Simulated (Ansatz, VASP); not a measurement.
## Two plane-wave programs on BN

Contents of INCAR:

```
SYSTEM = BN
PREC = Accurate
ENCUT = 520
EDIFF = 1E-7
ISMEAR = 0
SIGMA = 0.01
LREAL = .False.
LASPH = .True.
NELM = 60
ALGO = Normal
ISIF = 2
LWAVE = .False.
LCHARG = .True.
GGA = PS
LELF = .True.
LVHAR = .True.
NBANDS = 16
```

KPOINTS

```
regular mesh
0
Gamma
  12 12 4
  0 0 0
```

File POSCAR:

```
BN
1.0
    2.4982400000      0.0000000000      0.0000000000
   -1.2491200000      2.1635393048      0.0000000000
    0.0000000000      0.0000000000      6.6357000000
B N
2 2
Direct
    0.3333333333      0.6666666667      0.2500000000
    0.6666666667      0.3333333333      0.7500000000
    0.3333333333      0.6666666667      0.7500000000
    0.6666666667      0.3333333333      0.2500000000
```

Input for Ansatz:

```yaml
crystal:
  lattice:
    a: 2.49824
    b: 2.49824
    c: 6.6357
    alpha: 90.0
    beta: 90.0
    gamma: 120.0
  atoms:
    - { symbol: B, position: [0.3333333333333333, 0.6666666666666666, 0.25] }
    - { symbol: B, position: [0.6666666666666666, 0.3333333333333333, 0.75] }
    - { symbol: "N", position: [0.3333333333333333, 0.6666666666666666, 0.75] }
    - { symbol: "N", position: [0.6666666666666666, 0.3333333333333333, 0.25] }
basis:
  ecutwfc: 435.382179935808
kpoints:
  mp_grid:
    grid: [12, 12, 4]
hamiltonian:
  xc: pbesol
  pseudopotentials:
    kind: paw
scf:
  occupations:
    method: fixed
output:
  eigenvalues: true
```

Alike in both runs: task single point; functional PBEsol; k mesh 12 × 12 × 4; no spin polarisation.

```csv
,VASP,Ansatz
version,VASP 6.6.1,Ansatz 0.2.0
potentials or method,"VASP PAW PBE potentials, release 64 (B, N), cutoff 520 eV","plane waves, PAW"
occupations,"gaussian, width 0.01 eV",fixed
valence electrons in the cell,16,16
```

Ansatz gave:

| Property | Result |
| --- | --- |
| gap on the k mesh at the Fermi level (eV) | 4.19 |

Problem. Which values does VASP return?

Solution. gap on the k mesh at the Fermi level (eV): 4.18.

VASP's potentials were made for PBE, not for PBEsol.
